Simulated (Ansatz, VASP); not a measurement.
# PbSe in VASP and in Ansatz

The input INCAR:

```
SYSTEM = PbSe
PREC = Accurate
ENCUT = 520
EDIFF = 1E-6
ISMEAR = -1
SIGMA = 0.05
LREAL = .FALSE.
LASPH = .TRUE.
NELM = 150
ALGO = Normal
ISIF = 2
LWAVE = .FALSE.
LCHARG = .FALSE.
MAGMOM = 0 0 0 0 0 0
LORBIT = 11
LSORBIT = .TRUE.
GGA_COMPAT = .FALSE.
LORBMOM = .TRUE.
GGA = PE
NBANDS = 32
```

Contents of KPOINTS:

```
Automatic mesh
0
G
  5 5 5
  0 0 0
```

File POSCAR:

```
PbSe
1.0
    3.7843220000      0.0000000000      0.0000000000
    0.0000000000      3.7843220000      0.0000000000
    0.0000000000      0.0000000000      3.7843220000
Pb Se
1 1
Direct
    0.0000000000      0.0000000000      0.0000000000
    0.5000000000      0.5000000000      0.5000000000
```

input.yaml

```yaml
crystal:
  lattice:
    - [3.784322, 0.0, 0.0]
    - [0.0, 3.784322, 0.0]
    - [0.0, 0.0, 3.784322]
  atoms:
    - { symbol: Pb, position: [0.0, 0.0, 0.0] }
    - { symbol: Se, position: [0.5, 0.5, 0.5] }
hamiltonian:
  xc: pbe
  pseudopotentials: { kind: paw_fr }
magnetization:
  noncollinear: true
  spin_orbit: true
kpoints:
  mp_grid: { grid: [5, 5, 5] }
  band_path:
    path:
      - [[0.0, 0.0, 0.0], [0.0, 0.5, 0.0], [0.5, 0.5, 0.0], [0.0, 0.0, 0.0], [0.5, 0.5, 0.5], [0.0, 0.5, 0.0]]
      - [[0.5, 0.5, 0.0], [0.5, 0.5, 0.5]]
    npoints: 14
scf:
  occupations: { method: fermi_dirac, width: 0.05 }
  n_extra_bands: 6
output:
  forces: true
  stress: true
  eigenvalues: true
  fatbands: false
```

Alike in both runs: functional PBE; k mesh 5 × 5 × 5; occupations fermi-dirac, width 0.05 eV; non-collinear spin, spin-orbit coupling.

|  | VASP | Ansatz |
| --- | --- | --- |
| version | VASP 6.6.1 | Ansatz 0.2.0 |
| potentials or method | VASP PAW PBE potentials, release 64 (Pb_d, Se) | Ansatz PAW |
| plane-wave cutoff (eV) | 520 | 420 |
| valence electrons in the cell | 20 | 30 |
| task | single point | band structure |

```tsv
	VASP	Ansatz	Ansatz less VASP
pressure (GPa)	-0.3	-0.4	-0.06
net moment per atom (μB)	0.00	0.00	0.000
```

VASP's potentials hold 20 valence electrons a cell and Ansatz's 30, so a difference there can come from the potentials and not from the codes.
